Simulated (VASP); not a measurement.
# Si2Ni (Fm-3m) in VASP: a series of runs, part 2 of 2

VASP 6.6.1. The steps go on from the part before.

## Step 3: Single point, PBE, collinear spin, ferromagnetic start

This run uses another cell than the first one, of 13.02 Å³/atom, 1.302 times its volume.

Contents of INCAR:

```
SYSTEM = Si2Ni
PREC = Accurate ; ENCUT = 520
EDIFF = 1E-6 ; ISMEAR = 0
SIGMA = 0.1 ; LREAL = .FALSE.
LASPH = .TRUE. ; NELM = 150
ALGO = Normal ; ISIF = 2
LWAVE = .FALSE. ; LCHARG = .FALSE.
ISPIN = 2 ; MAGMOM = 0 0 2
LORBIT = 11 ; LMAXMIX = 4
GGA = PE ; NBANDS = 20
```

Contents of KPOINTS:

```
regular mesh
0
G
  6 6 6
  0 0 0
```

Contents of POSCAR:

```
Si2Ni
1.0
    0.0000000000      2.6931550407      2.6931550407
    2.6931550407      0.0000000000      2.6931550407
    2.6931550407      2.6931550407      0.0000000000
Si Ni
2 1
Direct
    0.2500000000      0.2500000000      0.2500000000
    0.7500000000      0.7500000000      0.7500000000
    0.0000000000      0.0000000000      0.0000000000
```

Potentials or basis: VASP PAW PBE potentials, release 64 (Si, Ni).

On the command line:

```
$ cat potpaw_PBE.64/Si/POTCAR potpaw_PBE.64/Ni/POTCAR > POTCAR
$ mpirun -np 1 vasp_std > vasp.out
```

OUTCAR:

```text
SYSTEM = Si2Ni
   PREC = Accurate
   ENCUT = 520
   EDIFF = 1E-6
   ISMEAR = 0
   LREAL = .FALSE.
   LASPH = .TRUE.
   NELM = 150
   ISIF = 2
   ISPIN = 2
   LORBIT = 11
   GGA = PE

 ion  position               nearest neighbor table
   1  0.250  0.250  0.250-   3 2.33   3 2.33   3 2.33   3 2.33   2 2.69   2 2.69   2 2.69   2 2.69
                             2 2.69   2 2.69
   2  0.750  0.750  0.750-   3 2.33   3 2.33   3 2.33   3 2.33   1 2.69   1 2.69   1 2.69   1 2.69
                             1 2.69   1 2.69
   3  0.000  0.000  0.000-   1 2.33   2 2.33   2 2.33   2 2.33   2 2.33   1 2.33   1 2.33   1 2.33

  LATTYP: Found a face centered cubic cell.
 ALAT       =     5.3863100814

  Lattice vectors:

 A1 = (   0.0000000000,   2.6931550407,   2.6931550407)
 A2 = (   2.6931550407,   0.0000000000,   2.6931550407)
 A3 = (   2.6931550407,   2.6931550407,   0.0000000000)

Analysis of symmetry for initial positions (statically):
[... 569 lines left out ...]
      6       7.0652      1.00000
[... 357 lines left out ...]
     19      24.1838      0.00000
     20      26.2786      0.00000

------------------------ aborting loop because EDIFF is reached ----------------------------------------

  FORCE on cell =-STRESS in cart. coord.  units (eV):
  Direction    XX          YY          ZZ          XY          YZ          ZX
  --------------------------------------------------------------------------------------
  -------------------------------------------------------------------------------------
  Total        1.3813341      1.3813341      1.3813341      0.0000000      0.0000000      0.0000000
  in kB       56.6493903     56.6493903     56.6493903      0.0000000      0.0000000      0.0000000
  external PRESSURE =      56.6493903 kB  Pullay stress =       0.0000000 kB

 VOLUME and BASIS-vectors are now :
 -----------------------------------------------------------------------------
  energy-cutoff  :      520.00
  volume of cell :       39.07
      direct lattice vectors                 reciprocal lattice vectors
     0.000000000  2.693155041  2.693155041    -0.185655854  0.185655854  0.185655854
     2.693155041  0.000000000  2.693155041     0.185655854 -0.185655854  0.185655854
     2.693155041  2.693155041  0.000000000     0.185655854  0.185655854 -0.185655854

 POSITION                                       TOTAL-FORCE (eV/Angst)
 -----------------------------------------------------------------------------------
      1.34658      1.34658      1.34658         0.000000      0.000000      0.000000
      4.03973      4.03973      4.03973        -0.000000     -0.000000      0.000000
      0.00000      0.00000      0.00000         0.000000      0.000000     -0.000000
 -----------------------------------------------------------------------------------
    total drift:                               -0.000000     -0.000000      0.000000

  FREE ENERGIE OF THE ION-ELECTRON SYSTEM (eV)
  ---------------------------------------------------
  free  energy   TOTEN  =       -17.3475108885 eV

  energy  without entropy=      -17.3407831369  energy(sigma->0) =      -17.34414701

 total charge

# of ion       s       p       d       tot
------------------------------------------
    1        0.745   0.849   0.000   1.594
    2        0.745   0.849   0.000   1.594
    3        0.565   0.808   8.464   9.837
--------------------------------------------------
tot          2.055   2.506   8.464  13.024

 magnetization (x)

# of ion       s       p       d       tot
------------------------------------------
    1       -0.000  -0.000   0.000  -0.000
    2       -0.000  -0.000   0.000  -0.000
    3       -0.000  -0.000   0.000   0.000
--------------------------------------------------
tot         -0.000  -0.000   0.000  -0.000
```

OSZICAR:

```text
N       E                     dE             d eps       ncg     rms          rms(c)
DAV:   1     0.769723627061E+02    0.76972E+02   -0.74185E+03  1288   0.924E+02
DAV:   2    -0.135259114428E+02   -0.90498E+02   -0.80882E+02  1340   0.202E+02
DAV:   3    -0.188238986108E+02   -0.52980E+01   -0.51632E+01  1536   0.508E+01
DAV:   4    -0.189088399541E+02   -0.84941E-01   -0.84754E-01  1500   0.564E+00
DAV:   5    -0.189105097422E+02   -0.16698E-02   -0.16697E-02  1540   0.882E-01    0.192E+01
DAV:   6    -0.242824626682E+02   -0.53720E+01   -0.30019E+01  1424   0.119E+02    0.247E+01
DAV:   7    -0.174807129878E+02    0.68017E+01   -0.97842E+00  1560   0.737E+01    0.366E+00
DAV:   8    -0.173970820566E+02    0.83631E-01   -0.11557E+00  1708   0.160E+01    0.276E+00
DAV:   9    -0.173504666394E+02    0.46615E-01   -0.22920E-01  1580   0.796E+00    0.644E-01
DAV:  10    -0.173473734479E+02    0.30932E-02   -0.11255E-02  1828   0.177E+00    0.298E-01
DAV:  11    -0.173474881971E+02   -0.11475E-03   -0.11178E-03  1640   0.257E-01    0.192E-01
DAV:  12    -0.173475038238E+02   -0.15627E-04   -0.80975E-05  1464   0.546E-02    0.607E-02
DAV:  13    -0.173475081948E+02   -0.43710E-05   -0.21007E-05  1420   0.676E-02    0.151E-02
DAV:  14    -0.173475104327E+02   -0.22378E-05   -0.35883E-06  1468   0.208E-02    0.877E-03
DAV:  15    -0.173475108885E+02   -0.45586E-06   -0.14064E-06  1436   0.795E-03
   1 F= -.17347511E+02 E0= -.17344147E+02  d E =-.672775E-02  mag=     0.0000
```

stdout:

```text
POSCAR found type information on POSCAR SiNi
 POSCAR found :  2 types and       3 ions
 scaLAPACK will be used
 LDA part: xc-table for (Slater+PW92), standard interpolation
 POSCAR, INCAR and KPOINTS ok, starting setup
 FFT: planning ... GRIDC
 FFT: planning ... GRID_SOFT
 FFT: planning ... GRID
 WAVECAR not read
 entering main loop
```

Wall time 22 s (1 thread of Intel Xeon 6975P-C, shared host); peak memory 0.18 GiB.

Results:

```yaml
Free_energy: -17.3475 eV
Pressure: 5.7 GPa
Band_gap_on_the_k_mesh: zero (filled and empty bands overlap)
Net_moment: 0.00 μB per cell
Valence_electrons_inside_the_program's_atomic_spheres: Si 1.59; Ni 9.84
```

Caveat: the starting moments collapsed, and a magnetic state may lie lower.

## Step 4: Single point, PBE

This run uses another cell than the first one, of 13.02 Å³/atom, 1.302 times its volume.

Contents of INCAR:

```
ALGO = Normal
EDIFF = 1E-6
ENCUT = 600
GGA = PE
GGA_COMPAT = F
ISIF = 2
ISMEAR = 0
LASPH = T
LCHARG = F
LREAL = F
LWAVE = F
NBANDS = 16
NELM = 120
PREC = Accurate
SIGMA = 0.0054
```

Contents of KPOINTS:

```
k-points
0
Gamma
  2 2 2
```

POSCAR is that of step 3.

On the command line:

```
$ cat potpaw_PBE.64/Si/POTCAR potpaw_PBE.64/Ni/POTCAR > POTCAR
$ mpirun -np 1 vasp_std > vasp.out
```

It took 7.6 s on 1 thread of Intel Xeon 8259CL, shared host; peak memory 0.16 GiB.

Results (log left out):

```
Free energy            : -16.1936 eV
Pressure               : 7.2 GPa
Band gap on the k mesh : zero (band 9 reaches 12.27 eV, above the bottom of band 10 at 10.07 eV)
```

Levels at points of the mesh, in eV from the Fermi level:
```csv
k point,band 5,band 6,band 7,band 8,band 9,band 10,band 11,band 12,band 13,band 14
"(0.00, 0.00, 0.00)",-3.27,-3.27,0.40,2.16,2.16,2.16,2.79,2.79,2.79,5.32
"(0.50, 0.00, 0.00)",-3.40,-3.08,-3.08,-0.92,-0.92,2.26,2.26,2.39,3.17,9.77
"(0.50, 0.50, 0.00)",-4.03,-3.33,-3.33,-3.14,-2.88,-0.04,1.86,8.29,8.96,8.96
```

Caveat: the k points lie up to 1.01 Å⁻¹ apart.

## Step 5: Single point, PBE

This run uses another cell than the first one, of 13.02 Å³/atom, 1.302 times its volume.

Contents of INCAR:

```
  ALGO = Normal
  EDIFF = 1E-6
  ENCUT = 600
  GGA = PE
  GGA_COMPAT = F
  ISIF = 2
  ISMEAR = -1
  ISYM = 0
  LASPH = T
  LCHARG = T
  LELF = T
  LREAL = F
  LVHAR = T
  LWAVE = F
  NBANDS = 16
  NELECT = 18.1
  NELM = 120
  PREC = Accurate
  SIGMA = 0.14
```

Contents of KPOINTS:

```
Automatic mesh
0
Gamma
  2 2 2
  0.5 0.5 0
```

POSCAR is that of step 4.

On the command line:

```
$ cat potpaw_PBE.64/Si/POTCAR potpaw_PBE.64/Ni/POTCAR > POTCAR
$ mpirun -np 1 vasp_std > vasp.out
```

It took 21 s on 1 thread of Intel Xeon 8259CL, shared host; peak memory 0.16 GiB.

The run converged. Its results:

```yaml
Free_energy: -16.6203 eV
```

Levels at points of the mesh, in eV from the Fermi level:
| k point | band 7 | band 8 | band 9 | band 10 | band 11 | band 12 |
| --- | --- | --- | --- | --- | --- | --- |
| (0.25, 0.25, 0.00) | -1.26 | -1.26 | -1.14 | 0.17 | 2.48 | 5.62 |

Caveat: the k points lie up to 1.01 Å⁻¹ apart; the cell carries a net charge on a neutralising background, which shifts energy and pressure; the cell is charged against a uniform background, so pressure and absolute levels hang on convention. Spin polarisation is off, so any magnetic state and its effect on volume and gap are missing.
